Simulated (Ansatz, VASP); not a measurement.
**Al: VASP beside Ansatz**

INCAR

```
SYSTEM = Al
  ALGO = Normal
  EDIFF = 1E-6
  EDIFFG = -0.01
  ENCUT = 600
  GGA = PS
  IBRION = 2
  ISIF = 3
  ISMEAR = 0
  LASPH = .True.
  LCHARG = .False.
  LREAL = .False.
  LWAVE = .False.
  NELM = 100
  NSW = 100
  PREC = Accurate
  SIGMA = 0.1
```

The input KPOINTS:

```
k-points
0
Gamma
  24 24 20
  0 0 0
```

POSCAR

```
Al
1.0
    2.7649226996      0.0000000000      0.0000000000
   -1.3824613498      2.3944932974      0.0000000000
    0.0000000000      0.0000000000      2.7658947251
Al
1
Direct
    0.0000000000      0.0000000000      0.0000000000
```

Input for Ansatz:

```yaml
crystal:
  lattice:
    - [2.7649226996, 0.0, 0.0]
    - [-1.3824613498, 2.3944932974, 0.0]
    - [0.0, 0.0, 2.7658947251]
  atoms:
    - { symbol: Al, position: [0.0, 0.0, 0.0] }
basis:
  ecutwfc: 420
kpoints:
  mp_grid: { grid: [24, 24, 20] }
hamiltonian:
  xc: pbesol
scf:
  occupations: { method: gaussian, width: 0.1 }
output:
  forces: true
  stress: true
  eigenvalues: true
relax:
  adjacent_minimum: "off"
  f_tol: 0.01
  max_steps: 80
  cell: { stress_tol: 0.05 }
```

Alike in both runs: task relaxation of cell and atoms; functional PBEsol; k mesh 24 × 24 × 20; occupations gaussian, width 0.1 eV; no spin polarisation.

|  | VASP | Ansatz |
| --- | --- | --- |
| version | VASP 6.6.1 | Ansatz 0.2.0 |
| potentials or method | VASP PAW PBE potentials, release 64 (Al), cutoff 600 eV | scalar-relativistic, plane waves, PAW |
| valence electrons in the cell | 3 | 3 |

Ansatz gave:

| Quantity | Value |
| --- | --- |
| gap on the k mesh at the Fermi level, each at its own relaxed structure (eV) | none |
| relaxed volume (Å³/atom) | 18.38 |
| relaxed cell length with the largest relative difference (Å) | 2.763 |

**Question.** What did VASP give for the same quantities?

**Answer.** gap on the k mesh at the Fermi level, each at its own relaxed structure (eV): none; relaxed volume (Å³/atom): 18.41; relaxed cell length with the largest relative difference (Å): 2.765.

VASP's potentials were made for PBE, not for PBEsol. A gap of «none» marks a metal or a gap that the smearing closes.
